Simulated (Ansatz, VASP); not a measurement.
Two plane-wave programs on La

INCAR

```
SYSTEM = La
PREC = Accurate
ENCUT = 520
EDIFF = 1E-7
ISMEAR = -1
SIGMA = 0.05
LREAL = .False.
LASPH = .True.
NELM = 60
ALGO = Normal
ISIF = 2
LWAVE = .False.
LCHARG = .False.
NBANDS = 18
```

Contents of KPOINTS:

```
regular mesh
0
Gamma
  8 8 5
  0 0 0
```

POSCAR

```
La
1.0
    3.8235480841      0.0000000000      0.0000000000
   -1.9117740420      3.3112897734      0.0000000000
    0.0000000000      0.0000000000      6.1890498321
La
2
Direct
    0.6666666667      0.3333333333      0.7500000000
    0.3333333333      0.6666666667      0.2500000000
```

Contents of input.yaml:

```yaml
crystal:
  lattice:
    - [3.8235480841, 0.0, 0.0]
    - [-1.911774042, 3.3112897734, 0.0]
    - [0.0, 0.0, 6.1890498321]
  atoms:
    - { symbol: La, position: [0.6666666667, 0.3333333333, 0.75] }
    - { symbol: La, position: [0.3333333333, 0.6666666667, 0.25] }
hamiltonian:
  xc: lda
  pseudopotentials: { kind: paw }
kpoints:
  mp_grid: { grid: [8, 8, 5] }
scf:
  occupations: { method: fermi_dirac, width: 0.05 }
output:
  forces: true
  stress: true
  eigenvalues: true
```

Alike in both runs: task single point; functional LDA; k mesh 8 × 8 × 5; occupations fermi-dirac, width 0.05 eV; no spin polarisation.

```csv
,VASP,Ansatz
version,VASP 6.6.1,Ansatz 0.2.0
potentials or method,"VASP PAW LDA potentials, release 64 (La)",Ansatz PAW
plane-wave cutoff (eV),520,420
valence electrons in the cell,22,22
```

|  | VASP | Ansatz | Ansatz less VASP |
| --- | --- | --- | --- |
| gap on the k mesh at the Fermi level (eV) | none | none | - |
| pressure (GPa) | -4.0 | -4.0 | +0.04 |
| traceless stress, the component that is largest in VASP (GPa) | -0.26 | -0.25 | +0.004 |

LDA's correlation is that of Perdew and Zunger in VASP and of Perdew and Wang (1992) in Ansatz. A gap of «none» marks a metal or a gap that the smearing closes.

Neither program's run includes spin-orbit coupling.
